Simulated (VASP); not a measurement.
Write the native input for VASP 6.6.1 that does the following.

```yaml
Task: single point
Functional: PBE
Potentials_or_basis: VASP PAW PBE potentials, release 64 (B, N)
Cutoff: 520 eV
k_mesh: 12 × 12 × 6
Occupations: gaussian, width 0.02 eV
Spin: no spin polarisation
Dipole_correction: no
Further_INCAR_settings: ALGO = Normal; EDIFF = 1e-06; NBANDS = 16
```

The structure of BN lies in POSCAR:

```
BN
1.0
    2.6031795572      0.0000000000      0.0000000000
   -1.3015897787      2.2544196272      0.0000000000
    0.0000000000      0.0000000000      4.4351544144
B N
2 2
Direct
    0.6666666700      0.3333333300      0.9760657482
    0.3333333300      0.6666666700      0.4760657482
    0.6666666700      0.3333333300      0.6489342518
    0.3333333300      0.6666666700      0.1489342518
```

This cell differs from its parent crystal: strained.

One way to write it, as run:

INCAR

```
SYSTEM = BN
PREC = Accurate ; ENCUT = 520
EDIFF = 1E-6 ; ISMEAR = 0
SIGMA = 0.02 ; LREAL = .FALSE.
LASPH = .TRUE. ; NELM = 60
ALGO = Normal ; ISIF = 2
LWAVE = .FALSE. ; LCHARG = .FALSE.
GGA = PE ; NBANDS = 16
```

KPOINTS

```
Automatic mesh
0
G
  12 12 6
  0 0 0
```

Potentials or basis: VASP PAW PBE potentials, release 64 (B, N).

Command:

```sh
$ cat potpaw_PBE.64/B/POTCAR potpaw_PBE.64/N/POTCAR > POTCAR
$ mpirun -np 1 vasp_std > vasp.out
```

Results of the run:

```json
{
 "Pressure": "-20.2 GPa",
 "Largest force": "5.168 eV/Å",
 "Band gap on the k mesh": "2.11 eV, indirect (least direct gap 6.04 eV)"
}
```

Caveat: the cell differs from its parent crystal (strained); forces of over 1 eV/Å act on the atoms, so gaps and moduli don't describe the material at rest.

It took 24 s on 1 thread of Intel Xeon 6975P-C (shared host), peak memory 0.15 GiB.
